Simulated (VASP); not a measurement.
# CO (Pm-3m) in VASP: a series of runs

The runs below take CO through relaxation of cell and atoms, single point, with PBE.

Everything below comes from runs of VASP 6.6.1. Logs are shortened: lines on timing, memory, paths and dates and some standing lists are left out, and cuts for length are marked.

### 1 The cell of the first run

It takes space group Pm-3m (No. 221, cubic). The conventional cell has a = 2.904 Å, b = 2.904 Å, c = 2.904 Å, α = 90.00°, β = 90.00°, γ = 90.00°. C (site symmetry m-3m) has 8 O at 2.51 Å and 6 C at 2.90 Å within 3.3 Å. Within 3.3 Å of O (site symmetry m-3m) lie 8 C at 2.51 Å and 6 O at 2.90 Å.

### 2 Relaxation of cell and atoms, PBE, collinear spin, ferrimagnetic start

Input file INCAR:

```
PREC     = Accurate       # precision mode
ENCUT    = 600            # plane-wave cutoff, eV
EDIFF    = 1E-7           # SCF threshold, eV
ISMEAR   = 0              # smearing method
SIGMA    = 0.1            # smearing width, eV
LREAL    = False          # projectors in reciprocal space
LASPH    = True           # aspherical terms in the spheres
NELM     = 200            # most SCF steps
ALGO     = Normal         # electronic algorithm
ISIF     = 3              # what is computed and relaxed
LWAVE    = False          # write WAVECAR
LCHARG   = False          # write CHGCAR
ISPIN    = 2              # spin polarisation
MAGMOM   = -0.35 0.48     # initial moments
LORBIT   = 11             # projections on sites
GGA      = PE             # functional
IBRION   = 2              # ionic algorithm
NSW      = 90             # ionic steps
EDIFFG   = -0.04          # ionic threshold
GGA_COMPAT= False        
NELMIN   = 4
```

Input file KPOINTS:

```
regular mesh
0
Gamma
  6 6 6
```

Input file POSCAR:

```
CO
1.0
    2.9037463942      0.0000000000      0.0000000000
    0.0000000000      2.9037463942      0.0000000000
    0.0000000000      0.0000000000      2.9037463942
C O
1 1
Direct
    0.0000000000      0.0000000000      0.0000000000
    0.5000000000      0.5000000000      0.5000000000
```

Potentials or basis: VASP PAW PBE potentials, release 64 (C, O).

On the command line:

```console
$ cat potpaw_PBE.64/C/POTCAR potpaw_PBE.64/O/POTCAR > POTCAR
$ mpirun -np 1 vasp_std > vasp.out
```

OUTCAR:

```text
PREC = Accurate
   ENCUT = 600
   EDIFF = 1E-7
   ISMEAR = 0
   LREAL = False
   LASPH = True
   NELM = 200
   ISIF = 3
   ISPIN = 2
   LORBIT = 11
   GGA = PE
   IBRION = 2
   NSW = 90
   EDIFFG = -0.04
   NELMIN = 4

 ion  position               nearest neighbor table
   1  0.000  0.000  0.000-
   2  0.500  0.500  0.500-

  LATTYP: Found a simple cubic cell.
 ALAT       =     2.9037463942

  Lattice vectors:

 A1 = (   2.9037463942,   0.0000000000,   0.0000000000)
 A2 = (   0.0000000000,   2.9037463942,   0.0000000000)
 A3 = (   0.0000000000,   0.0000000000,   2.9037463942)

Analysis of symmetry for initial positions (statically):
=====================================================================
 Subroutine PRICEL returns:
 Original cell was already a primitive cell.

 Routine SETGRP: Setting up the symmetry group for a
 simple cubic supercell.

 Subroutine GETGRP returns: Found 48 space group operations
 (whereof 48 operations were pure point group operations)
 out of a pool of 48 trial point group operations.

The static configuration has the point symmetry O_h .

Analysis of symmetry for dynamics (positions and initial velocities):
=====================================================================
 Subroutine PRICEL returns:
 Original cell was already a primitive cell.

 Routine SETGRP: Setting up the symmetry group for a
 simple cubic supercell.

 Subroutine GETGRP returns: Found 48 space group operations
 (whereof 48 operations were pure point group operations)
 out of a pool of 48 trial point group operations.

The dynamic configuration has the point symmetry O_h .

Analysis of structural, dynamic, and magnetic symmetry:
=====================================================================
 Subroutine PRICEL returns:
 Original cell was already a primitive cell.

 Routine SETGRP: Setting up the symmetry group for a
 simple cubic supercell.

 Subroutine GETGRP returns: Found 48 space group operations
 (whereof 48 operations were pure point group operations)
 out of a pool of 48 trial point group operations.

The overall configuration has the point symmetry O_h .

 Subroutine INISYM returns: Found 48 space group operations
 (whereof 48 operations are pure point group operations),
 and found     1 'primitive' translations

----------------------------------------------------------------------------------------

                                     Primitive cell

  volume of cell :      24.4836

  direct lattice vectors                    reciprocal lattice vectors
     2.903746394  0.000000000  0.000000000     0.344382692  0.000000000  0.000000000
     0.000000000  2.903746394  0.000000000     0.000000000  0.344382692  0.000000000
     0.000000000  0.000000000  2.903746394     0.000000000  0.000000000  0.344382692

  length of vectors
     2.903746394  2.903746394  2.903746394     0.344382692  0.344382692  0.344382692

  position of ions in fractional coordinates (direct lattice)
     0.000000000  0.000000000  0.000000000
     0.500000000  0.500000000  0.500000000

  ion indices of the primitive-cell ions
   primitive index   ion index
                 1           1
                 2           2

----------------------------------------------------------------------------------------

 KPOINTS: regular mesh

Automatic generation of k-mesh.
 Grid dimensions read from file:
 generate k-points for:    6    6    6

 Generating k-lattice:

  Cartesian coordinates                     Fractional coordinates (reciprocal lattice)
     0.057397115  0.000000000  0.000000000     0.166666667  0.000000000  0.000000000
     0.000000000  0.057397115  0.000000000     0.000000000  0.166666667  0.000000000
     0.000000000  0.000000000  0.057397115     0.000000000  0.000000000  0.166666667

  Length of vectors
     0.057397115  0.057397115  0.057397115

  Shift w.r.t. Gamma in fractional coordinates (k-lattice)
     0.000000000  0.000000000  0.000000000

 Subroutine IBZKPT returns following result:
 ===========================================

 Found     20 irreducible k-points:

 Following reciprocal coordinates:
            Coordinates               Weight
  0.000000  0.000000  0.000000      1.000000
  0.166667  0.000000  0.000000      6.000000
  0.333333  0.000000  0.000000      6.000000
  0.500000  0.000000  0.000000      3.000000
  0.166667  0.166667  0.000000     12.000000
  0.333333  0.166667  0.000000     24.000000
[... 12 lines left out ...]
  0.500000  0.500000  0.333333      6.000000
  0.500000  0.500000  0.500000      1.000000
   k-points           NKPTS =     20   k-points in BZ     NKDIM =     20   number of bands    NBANDS=      9
   number of dos      NEDOS =    301   number of ions     NIONS =      2
   total plane-waves  NPLWV =  13824
   dimension x,y,z NGX =    24 NGY =   24 NGZ =   24
   dimension x,y,z NGXF=    48 NGYF=   48 NGZF=   48
   ions per type =               1   1
   NGX,Y,Z   is equivalent  to a cutoff of  13.74, 13.74, 13.74 a.u.
   NGXF,Y,Z  is equivalent  to a cutoff of  27.48, 27.48, 27.48 a.u.
 SYSTEM =  unknown system
   PREC   = accura    normal or accurate (medium, high low for compatibility)
   ISTART =      0    job   : 0-new  1-cont  2-samecut
   ICHARG =      2    charge: 1-file 2-atom 10-const
   ISPIN  =      2    spin polarized calculation?
   LNONCOLLINEAR =      F non collinear calculations
   LSORBIT =      F    spin-orbit coupling
   LASPH  =      T    aspherical Exc in radial PAW
   ENCUT  =  600.0 eV  44.10 Ry    6.64 a.u.   5.80  5.80  5.80*2*pi/ulx,y,z
   NELM   =    200;   NELMIN=  4; NELMDL= -5     # of ELM steps
   EDIFF  = 0.1E-06   stopping-criterion for ELM
   LREAL  =      F    real-space projection
   EDIFFG = -.4E-01   stopping-criterion for IOM
   NSW    =     90    number of steps for IOM
   IBRION =      2    ionic relax: 0-MD 1-quasi-New 2-CG
   NFREE  =      1    steps in history (QN), initial steepest desc. (CG)
   ISIF   =      3    stress and relaxation
   ISYM   =      2    0-nonsym 1-usesym 2-fastsym
   POTIM  = 0.5000    time-step for ionic-motion
   TEBEG  =    0.0;   TEEND  =   0.0 temperature during run
   PSTRESS=    0.0 pullay stress
   NELECT =      10.0000    total number of electrons
   NUPDOWN=      -1.0000    fix difference up-down
   EMIN   =  10.00;   EMAX   =-10.00  energy-range for DOS
   EFERMI =   0.00;   METHOD = LEGACY
   ISMEAR =     0;   SIGMA  =   0.10  broadening in eV -4-tet -1-fermi 0-gaus
   EFERMI_NEDOS =   21; number of points for ismear=-14 and -15
   IALGO  =     38    algorithm
   IMIX   =      4    mixing-type and parameters
     AMIX     =   0.40;   BMIX     =  1.00
     AMIX_MAG =   1.60;   BMIX_MAG =  1.00
  volume/ion in A,a.u.               =      12.24        82.61
  Fermi-wavevector in a.u.,A,eV,Ry     =   1.214645  2.295347 20.073536  1.475363
  Thomas-Fermi vector in A             =   2.350058
   LORBIT       =     11    0 simple, 1 ext, 2 COOP (PROOUT), +10 PAW based schemes
   GGA     = PE    functional components
   LHFCALC =     F    Hartree Fock is set to
   AEXX    =    0.0000 exact exchange contribution
   IVDW    =     0    specifies the selected vdW correction
   LEPSILON=     F    determine dielectric tensor
   LRPA    =     F    only Hartree local field effects (RPA)
 conjugate gradient relaxation of ions
 spin polarized calculation
 Gauss-broadening in eV      SIGMA  =   0.10
  energy-cutoff  :      600.00
  volume of cell :       24.48
 maximum number of plane-waves:       840
 NGX is ok and might be reduce to    24
   NGX = 11   NGY = 11   NGZ = 11

--------------------------------------- Ionic step        1  -------------------------------------------

 number of electron      10.0000000 magnetization       0.1300000

 number of electron      10.0000001 magnetization      -0.0390474

 number of electron       9.9999996 magnetization       0.0010937

 number of electron       9.9999996 magnetization      -0.0000747

 Free energy of the ion-electron system (eV)
  ---------------------------------------------------
  ext. energy  EPLUGINS =         0.00000000
  ---------------------------------------------------
  free energy    TOTEN  =        -6.99232513 eV

  energy without entropy =       -6.98312817  energy(sigma->0) =       -6.98772665

------------------------ aborting loop because EDIFF is reached ----------------------------------------

  FORCE on cell =-STRESS in cart. coord.  units (eV):
  Direction    XX          YY          ZZ          XY          YZ          ZX
  --------------------------------------------------------------------------------------
  -------------------------------------------------------------------------------------
  Total       -4.2110626     -4.2110626     -4.2110626     -0.0000000      0.0000000      0.0000000
  in kB     -275.5663781   -275.5663781   -275.5663781     -0.0000000      0.0000000      0.0000000
  external PRESSURE =    -275.5663781 kB  Pullay stress =       0.0000000 kB
[... 25 lines left out ...]
 number of electron       9.9999999 magnetization       0.0000051

 number of electron      10.0000002 magnetization       0.0000003

 number of electron      10.0000002 magnetization      -0.0000008

 E-fermi :   2.9904     XC(G=0): -11.6077

 val. band max:        2.9464690831   @ k =   0.5000   0.5000   0.0000
 cond. band min:       3.2115585885   @ k =   0.5000   0.5000   0.3333
 fundamental gap:      0.2650895053
 Fermi energy:         2.9904448126

 spin component 1

 k-point     1 :       0.0000    0.0000    0.0000
  band No.  band energies     occupation
      1     -16.0633      1.00000
      2      -4.6178      1.00000
      3       1.0518      1.00000
      4       1.0518      1.00000
      5       1.0518      1.00000
      6       7.5610      0.00000
      7       7.5610      0.00000
      8       7.5610      0.00000
      9      17.3077      0.00000
[... 538 lines left out ...]
  energy  without entropy=       -8.1322467705  energy(sigma->0) =       -8.13602520

--------------------------------------- Ionic step        4  -------------------------------------------

 number of electron       9.9999997 magnetization      -0.0000000

 Free energy of the ion-electron system (eV)
  ---------------------------------------------------
  ext. energy  EPLUGINS =         0.00000000
  ---------------------------------------------------
  free energy    TOTEN  =        -8.14072485 eV

  energy without entropy =       -8.13302546  energy(sigma->0) =       -8.13687515

 E-fermi :   4.7287     XC(G=0): -12.2920

 val. band max:        4.7286811148   @ k =   0.5000   0.5000   0.3333
 cond. band min:       5.0209314536   @ k =   0.1667   0.1667   0.1667
 fundamental gap:      0.2922503388
 Fermi energy:         4.7287324560

 spin component 1

 k-point     1 :       0.0000    0.0000    0.0000
  band No.  band energies     occupation
      1     -15.8269      1.00000
      2      -2.5697      1.00000
      3       2.1644      1.00000
      4       2.1644      1.00000
      5       2.1644      1.00000
      6       9.8436      0.00000
      7       9.8436      0.00000
      8       9.8436      0.00000
      9      18.9935      0.00000
[... 498 lines left out ...]
  FREE ENERGIE OF THE ION-ELECTRON SYSTEM (eV)
  ---------------------------------------------------
  free  energy   TOTEN  =        -8.1407248497 eV

  energy  without entropy=       -8.1330254581  energy(sigma->0) =       -8.13687515

 reached required accuracy - stopping structural energy minimisation

 total charge

# of ion       s       p       d       tot
------------------------------------------
    1        1.137   0.783   0.000   1.920
    2        1.632   3.131   0.000   4.762
--------------------------------------------------
tot          2.769   3.914   0.000   6.682

 magnetization (x)

# of ion       s       p       d       tot
------------------------------------------
    1       -0.000   0.000   0.000  -0.000
    2        0.000  -0.000   0.000  -0.000
--------------------------------------------------
tot         -0.000  -0.000   0.000  -0.000
```

Wall time 19 s (1 thread of Intel Xeon 6975P-C (Granite Rapids), shared host); peak memory 0.14 GiB.

What came out:

```
Free energy                                           : -8.1407 eV
Relaxed volume                                        : 7.78 Å³/atom
Relaxed cell                                          : a = 2.496 Å, b = 2.496 Å, c = 2.496 Å, α = 90.00°, β = 90.00°, γ = 90.00°
Space group after relaxing (to 0.1 Å)                 : Pm-3m (No. 221)
Energy gained by relaxing                             : 574.2 meV/atom
Ionic steps                                           : 4
Pressure after relaxing                               : 0.3 GPa
Band gap on the k mesh                                : zero (filled and empty bands overlap)
Net moment                                            : 0.00 μB per cell
Valence electrons inside the program's atomic spheres : C 1.92; O 4.76
```

Step by step:
```
step  energy change (eV)  largest force (eV/Å)  pressure (GPa)  volume (Å³)
   1              0.0000                0.0000          -27.56        24.48
   2             -1.0248                0.0000          -16.35        17.75
   3             -1.1475                0.0000           -1.73        15.75
   4             -1.1484                0.0000            0.26        15.55
```

Final structure:
```yaml
crystal:
  lattice:
    - [2.49613, 0.00000, 0.00000]
    - [0.00000, 2.49613, 0.00000]
    - [0.00000, 0.00000, 2.49613]
  atoms:
    - { symbol: C, position: [0.00000, 0.00000, 0.00000] }
    - { symbol: O, position: [0.50000, 0.50000, 0.50000] }
```

Levels at points of the mesh, in eV from the Fermi level:
Spin up:
| k point | band 1 | band 2 | band 3 | band 4 | band 5 | band 6 | band 7 | band 8 | band 9 |
| --- | --- | --- | --- | --- | --- | --- | --- | --- | --- |
| (0.00, 0.00, 0.00) | -20.56 | -7.30 | -2.56 | -2.56 | -2.56 | 5.11 | 5.11 | 5.11 | 14.26 |
| (0.50, 0.00, 0.00) | -18.43 | -12.03 | -0.83 | -0.83 | -0.53 | 0.67 | 3.11 | 3.11 | 19.48 |
| (0.50, 0.50, 0.00) | -17.02 | -7.79 | -7.24 | -7.24 | -0.33 | 3.89 | 3.89 | 3.98 | 17.43 |
| (0.50, 0.50, 0.50) | -16.08 | -5.26 | -3.80 | -3.80 | -3.80 | -1.60 | -1.60 | -1.60 | 22.83 |
Spin down:
```
           k point  band 1  band 2  band 3  band 4  band 5  band 6  band 7  band 8  band 9
(0.00, 0.00, 0.00)  -20.56   -7.30   -2.56   -2.56   -2.56    5.11    5.11    5.11   14.26
(0.50, 0.00, 0.00)  -18.43  -12.03   -0.83   -0.83   -0.53    0.67    3.11    3.11   19.48
(0.50, 0.50, 0.00)  -17.02   -7.79   -7.24   -7.24   -0.33    3.89    3.89    3.98   17.43
(0.50, 0.50, 0.50)  -16.08   -5.26   -3.80   -3.80   -3.80   -1.60   -1.60   -1.60   22.83
```

Caveat: the k points lie up to 0.42 Å⁻¹ apart in the final cell, too coarse for converged energies and pressures of a metal; the volume moved by over 15 % at a fixed basis, so the end points are rough.

### 3 Single point, PBE

This run uses another cell than the first one, of 7.77 Å³/atom.

Input file INCAR:

```
  PREC = Accurate
  ENCUT = 600
  EDIFF = 1E-6
  ISMEAR = 0
  SIGMA = 0.1
  LREAL = F
  LASPH = T
  NELM = 120
  ALGO = Normal
  ISIF = 2
  LWAVE = F
  LCHARG = F
  GGA = PE
  NBANDS = 12
  GGA_COMPAT = F
```

Input file KPOINTS:

```
Automatic mesh
0
Gamma
  22 22 22
```

Input file POSCAR:

```
CO
1.0
    2.4955748980      0.0000000000      0.0000000000
    0.0000000000      2.4955748980      0.0000000000
    0.0000000000      0.0000000000      2.4955748980
C O
1 1
Direct
    0.0000000000      0.0000000000      0.0000000000
    0.5000000000      0.5000000000      0.5000000000
```

Potentials or basis: VASP PAW PBE potentials, release 64 (C, O).

On the command line:

```console
$ cat potpaw_PBE.64/C/POTCAR potpaw_PBE.64/O/POTCAR > POTCAR
$ mpirun -np 1 vasp_std > vasp.out
```

Wall time 24 s (1 thread of Intel Xeon 6975P-C (Granite Rapids), shared host); peak memory 0.18 GiB.

It converged, with:

| Quantity | Value |
| --- | --- |
| Free energy | -8.1169 eV |
| Pressure | -0.4 GPa |
| Band gap on the k mesh | zero (bands 5 and 6 overlap by 1.97 eV) |

Levels at points of the mesh, in eV from the Fermi level:
```tsv
k point	band 3	band 4	band 5	band 6	band 7	band 8
(0.00, 0.00, 0.00)	-2.60	-2.60	-2.60	5.09	5.09	5.09
(0.50, 0.00, 0.00)	-0.86	-0.86	-0.56	0.64	3.08	3.08
(0.50, 0.50, 0.00)	-7.28	-7.28	-0.36	3.85	3.85	3.96
(0.50, 0.50, 0.50)	-3.84	-3.84	-3.84	-1.64	-1.64	-1.64
```

### 4 Single point, PBE, collinear spin, ferrimagnetic start

This run uses another cell than the first one, of 7.79 Å³/atom.

Input file INCAR:

```
SYSTEM = CO
ALGO = Normal ; EDIFF = 1E-6
ENCUT = 600 ; GGA = PE
GGA_COMPAT = .False. ; ISIF = 2
ISMEAR = 0 ; ISPIN = 2
LASPH = .True. ; LCHARG = .False.
LORBIT = 11 ; LREAL = .False.
LWAVE = .False. ; MAGMOM = -0.35 0.48
NBANDS = 16 ; NELM = 200
PREC = Accurate ; SIGMA = 0.1
```

Input file KPOINTS:

```
k-points
0
Gamma
  6 6 6
  0 0 0
```

Input file POSCAR:

```
CO
1.0
    2.4978715652      0.0000000000      0.0000000000
    0.0000000000      2.4978715652      0.0000000000
    0.0000000000      0.0000000000      2.4978715652
C O
1 1
Direct
    0.0000000000      0.0000000000      0.0000000000
    0.5000000000      0.5000000000      0.5000000000
```

On the command line:

```console
$ cat potpaw_PBE.64/C/POTCAR potpaw_PBE.64/O/POTCAR > POTCAR
$ mpirun -np 1 vasp_std > vasp.out
```

It took 10 s on 1 thread of Intel Xeon Platinum 8259CL at 2.50GHz (Skylake/Cascade Lake), shared host; peak memory 0.13 GiB.

Results (log left out):

```
Free energy                                           : -8.1218 eV
Pressure                                              : -0.2 GPa
Band gap on the k mesh                                : zero (filled and empty bands overlap)
Net moment                                            : 0.01 μB per cell
Valence electrons inside the program's atomic spheres : C 1.92; O 4.76
```

Levels at points of the mesh, in eV from the Fermi level:
Spin up:
```tsv
k point	band 3	band 4	band 5	band 6	band 7	band 8
(0.00, 0.00, 0.00)	-2.56	-2.56	-2.56	5.10	5.10	5.10
(0.50, 0.00, 0.00)	-0.82	-0.82	-0.54	0.66	3.11	3.11
(0.50, 0.50, 0.00)	-7.22	-7.22	-0.33	3.88	3.88	3.98
(0.50, 0.50, 0.50)	-3.79	-3.79	-3.79	-1.60	-1.60	-1.60
```
Spin down:
```tsv
k point	band 3	band 4	band 5	band 6	band 7	band 8
(0.00, 0.00, 0.00)	-2.55	-2.55	-2.55	5.11	5.11	5.11
(0.50, 0.00, 0.00)	-0.81	-0.81	-0.53	0.67	3.11	3.11
(0.50, 0.50, 0.00)	-7.22	-7.22	-0.32	3.88	3.88	3.98
(0.50, 0.50, 0.50)	-3.78	-3.78	-3.78	-1.59	-1.59	-1.59
```

Caveat: the k points lie up to 0.42 Å⁻¹ apart, too coarse for converged energies and pressures of a metal.

### 5 Overview

| task | spin | cell | k mesh | gap on the mesh (eV) | pressure (GPa) | moment (μB) |
| --- | --- | --- | --- | --- | --- | --- |
| relaxation of cell and atoms | collinear, ferrimagnetic start | relaxed from a = 2.904 Å, 2 atoms | 6 × 6 × 6 | none | 0.3 | 0.00 |
| single point | off | a = 2.496 Å, 2 atoms | 22 × 22 × 22 | none | -0.4 | - |
| single point | collinear, ferrimagnetic start | a = 2.498 Å, 2 atoms | 6 × 6 × 6 | none | -0.2 | 0.01 |

Alike in all rows: level PBE; potentials or basis VASP PAW PBE potentials, release 64 (C, O); cutoff (eV) 600; smearing gaussian 0.1 eV.

Caveats: some runs use coarse meshes; the volume moved by over 15 % at a fixed basis, so the end points are rough (at least some runs).

Absolute energies hang on the potentials; compare differences alone.
